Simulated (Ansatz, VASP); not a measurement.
Two plane-wave programs on In

```
In
1.0
    -1.58283    1.58283    2.75627
     1.58283   -1.58283    2.75627
     1.58283    1.58283   -2.75627
In
1
Direct
  0.00000 0.00000 0.00000
```

Alike in both runs: task single point; functional PBE; k mesh 8 × 8 × 8; occupations fermi-dirac, width 0.1 eV; no spin polarisation.

```csv
,VASP,Ansatz
version,VASP 6.6.1,Ansatz 0.2.0
potentials or method,"VASP PAW PBE potentials, release 64 (In_d)","plane waves, PAW"
plane-wave cutoff (eV),520,420
valence electrons in the cell,13,13
```

```tsv
	VASP	Ansatz	Ansatz less VASP
pressure (GPa)	-0.2	-0.1	+0.04
traceless stress, the component that is largest in VASP (GPa)	-0.40	-0.40	+0.003
```
